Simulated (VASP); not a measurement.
# TiO (Pm-3m) in VASP: further runs, part 2 of 2

VASP 6.6.1.

### 3 Density of states, PBEsol

The input, POSCAR:

```
TiO
1.0
    4.0335084224      0.0000000000      0.0000000000
    0.0000000000      4.0335084224      0.0000000000
    0.0000000000      0.0000000000      4.0335084224
Ti O
3 3
Direct
    0.5000000000      0.5000000000      0.0000000000
    0.0000000000      0.5000000000      0.5000000000
    0.5000000000      0.0000000000      0.5000000000
    0.0000000000      0.5000000000      0.0000000000
    0.5000000000      0.0000000000      0.0000000000
    0.0000000000      0.0000000000      0.5000000000
```

The input, INCAR.step1:

```
ALGO     = Normal         # electronic algorithm
EDIFF    = 1E-6           # SCF threshold, eV
ENCUT    = 520            # plane-wave cutoff, eV
GGA      = PS             # functional
ISIF     = 2              # what is computed and relaxed
ISMEAR   = 0              # smearing method
LASPH    = True           # aspherical terms in the spheres
LCHARG   = True           # write CHGCAR
LMAXMIX  = 4              # l up to which the mixer works
LREAL    = False          # projectors in reciprocal space
LWAVE    = False          # write WAVECAR
NBANDS   = 36             # bands
NELM     = 100            # most SCF steps
PREC     = Accurate       # precision mode
SIGMA    = 0.1            # smearing width, eV
```

The input, KPOINTS.step1:

```
k-points
0
Gamma
  10 10 10
```

The input, INCAR.step2:

```
ALGO     = Normal         # electronic algorithm
EDIFF    = 1E-6           # SCF threshold, eV
ENCUT    = 520            # plane-wave cutoff, eV
GGA      = PS             # functional
ICHARG   = 11             # starting density
ISIF     = 2              # what is computed and relaxed
ISMEAR   = -5             # smearing method
LASPH    = True           # aspherical terms in the spheres
LCHARG   = False          # write CHGCAR
LMAXMIX  = 4              # l up to which the mixer works
LORBIT   = 10             # projections on sites
LREAL    = False          # projectors in reciprocal space
LWAVE    = False          # write WAVECAR
NBANDS   = 36             # bands
NEDOS    = 2001           # points of the DOS
NELM     = 100            # most SCF steps
PREC     = Accurate       # precision mode
SIGMA    = 0.1            # smearing width, eV
```

The input, KPOINTS.step2:

```
k-points
0
Gamma
  15 15 15
```

Potentials or basis: VASP PAW PBE potentials, release 64 (Ti_sv, O).

On the command line:

```sh
> cat potpaw_PBE.64/Ti_sv/POTCAR potpaw_PBE.64/O/POTCAR > POTCAR
> cp INCAR.step1 INCAR
> cp KPOINTS.step1 KPOINTS
> mpirun -np 1 vasp_std > vasp.out
> cp INCAR.step2 INCAR
> cp KPOINTS.step2 KPOINTS
> mpirun -np 1 vasp_std > vasp.out
```

OUTCAR:

```text
EDIFF = 1E-6
   ENCUT = 520
   GGA = PS
   ICHARG = 11
   ISIF = 2
   ISMEAR = -5
   LASPH = True
   LORBIT = 10
   LREAL = False
   NELM = 100
   PREC = Accurate

 ion  position               nearest neighbor table
   1  0.500  0.500  0.000-   4 2.02   5 2.02   5 2.02   4 2.02   2 2.85   3 2.85   3 2.85   2 2.85
                             3 2.85   2 2.85   3 2.85   2 2.85
   2  0.000  0.500  0.500-   4 2.02   6 2.02   4 2.02   6 2.02   1 2.85   1 2.85   3 2.85   3 2.85
                             1 2.85   3 2.85   1 2.85   3 2.85
   3  0.500  0.000  0.500-   5 2.02   6 2.02   5 2.02   6 2.02   1 2.85   1 2.85   1 2.85   2 2.85
                             1 2.85   2 2.85   2 2.85   2 2.85
   4  0.000  0.500  0.000-   1 2.02   2 2.02   2 2.02   1 2.02
   5  0.500  0.000  0.000-   1 2.02   3 2.02   3 2.02   1 2.02
   6  0.000  0.000  0.500-   2 2.02   3 2.02   2 2.02   3 2.02

  LATTYP: Found a simple cubic cell.
 ALAT       =     4.0335084224

  Lattice vectors:

 A1 = (   4.0335084224,   0.0000000000,   0.0000000000)
 A2 = (   0.0000000000,   4.0335084224,   0.0000000000)
 A3 = (   0.0000000000,   0.0000000000,   4.0335084224)

Analysis of symmetry for initial positions (statically):
=====================================================================
 Subroutine PRICEL returns:
 Original cell was already a primitive cell.

 Routine SETGRP: Setting up the symmetry group for a
 simple cubic supercell.

 Subroutine GETGRP returns: Found 48 space group operations
 (whereof 48 operations were pure point group operations)
 out of a pool of 48 trial point group operations.

The static configuration has the point symmetry O_h .

Analysis of symmetry for dynamics (positions and initial velocities):
=====================================================================
 Subroutine PRICEL returns:
 Original cell was already a primitive cell.

 Routine SETGRP: Setting up the symmetry group for a
 simple cubic supercell.

[... 147 lines left out ...]
  energy-cutoff  :      520.00
  volume of cell :       65.62
 maximum number of plane-waves:      1794
 NGX is ok and might be reduce to    30

 number of electron      53.9999972 magnetization

 Free energy of the ion-electron system (eV)
  ---------------------------------------------------
  ext. energy  EPLUGINS =         0.00000000
  ---------------------------------------------------
  free energy    TOTEN  =       -55.98965415 eV

  energy without entropy =      -55.98965415  energy(sigma->0) =      -55.98965415

 E-fermi :   8.3685     XC(G=0): -12.2562

 val. band max:        8.3672704167   @ k =   0.4000   0.4000   0.3333
 cond. band min:       8.3813182928   @ k =   0.3333   0.2000   0.0000
 fundamental gap:      0.0140478761
 Fermi energy:         8.3684848913

 k-point     1 :       0.0000    0.0000    0.0000
  band No.  band energies     occupation
      1     -48.5635      2.00000
      2     -48.3964      2.00000
      3     -48.3964      2.00000
      4     -25.1941      2.00000
      5     -25.1941      2.00000
      6     -25.1941      2.00000
[... 925 lines left out ...]
     35      11.4433      0.00000
     36      11.7402      0.00000

 [... further k-points ...]

------------------------ aborting loop because EDIFF is reached ----------------------------------------

  FORCE on cell =-STRESS in cart. coord.  units (eV):
  Direction    XX          YY          ZZ          XY          YZ          ZX
  --------------------------------------------------------------------------------------
  -------------------------------------------------------------------------------------
  Total        0.2152622      0.2152622      0.2152622      0.0000000      0.0000000      0.0000000
  in kB        5.2556866      5.2556866      5.2556866      0.0000000      0.0000000      0.0000000
  external PRESSURE =       5.2556866 kB  Pullay stress =       0.0000000 kB

 VOLUME and BASIS-vectors are now :
 -----------------------------------------------------------------------------
  energy-cutoff  :      520.00
  volume of cell :       65.62
      direct lattice vectors                 reciprocal lattice vectors
     4.033508422  0.000000000  0.000000000     0.247923122  0.000000000  0.000000000
     0.000000000  4.033508422  0.000000000     0.000000000  0.247923122  0.000000000
     0.000000000  0.000000000  4.033508422     0.000000000  0.000000000  0.247923122

 POSITION                                       TOTAL-FORCE (eV/Angst)
 -----------------------------------------------------------------------------------
      2.01675      2.01675      0.00000         0.000000      0.000000      0.000000
      0.00000      2.01675      2.01675         0.000000      0.000000      0.000000
      2.01675      0.00000      2.01675         0.000000      0.000000      0.000000
      0.00000      2.01675      0.00000         0.000000      0.000000      0.000000
      2.01675      0.00000      0.00000         0.000000      0.000000      0.000000
      0.00000      0.00000      2.01675         0.000000      0.000000      0.000000
 -----------------------------------------------------------------------------------
    total drift:                                0.000000      0.000000     -0.000000

  FREE ENERGIE OF THE ION-ELECTRON SYSTEM (eV)
  ---------------------------------------------------
  free  energy   TOTEN  =       -55.9896541480 eV

  energy  without entropy=      -55.9896541480  energy(sigma->0) =      -55.98965415

 total charge

# of ion       s       p       d       tot
------------------------------------------
    1        2.201   6.211   1.968  10.379
    2        2.201   6.211   1.968  10.379
    3        2.201   6.211   1.968  10.379
    4        1.559   3.490   0.000   5.049
    5        1.559   3.490   0.000   5.049
    6        1.559   3.490   0.000   5.049
--------------------------------------------------
tot         11.278  29.104   5.903  46.284
```

OUTCAR.step1:

```text
EDIFF = 1E-6
   ENCUT = 520
   GGA = PS
   ISIF = 2
[... 1177 lines left out ...]
      2.01675      0.00000      2.01675         0.000000      0.000000      0.000000
      0.00000      2.01675      0.00000         0.000000      0.000000      0.000000
      2.01675      0.00000      0.00000         0.000000      0.000000      0.000000
      0.00000      0.00000      2.01675         0.000000      0.000000      0.000000
 -----------------------------------------------------------------------------------
    total drift:                                0.000000      0.000000     -0.000000

  FREE ENERGIE OF THE ION-ELECTRON SYSTEM (eV)
  ---------------------------------------------------
  free  energy   TOTEN  =       -56.0070696537 eV

  energy  without entropy=      -55.9815549864  energy(sigma->0) =      -55.99431232
```

Run time: 2 min. Hardware: 1 thread of Intel Xeon 6975P-C (Granite Rapids), shared host; peak memory 0.31 GiB.

Results:

- Valence electrons inside the program's atomic spheres: Ti 10.38; O 5.05

Caveat: the PAW data sets were made with another functional, which shifts forces and pressure a little; semilocal functionals often make such compounds metallic where correlation or magnetic order opens a gap, which also shifts bond lengths; tetrahedron occupations give inexact forces and stress in metals.
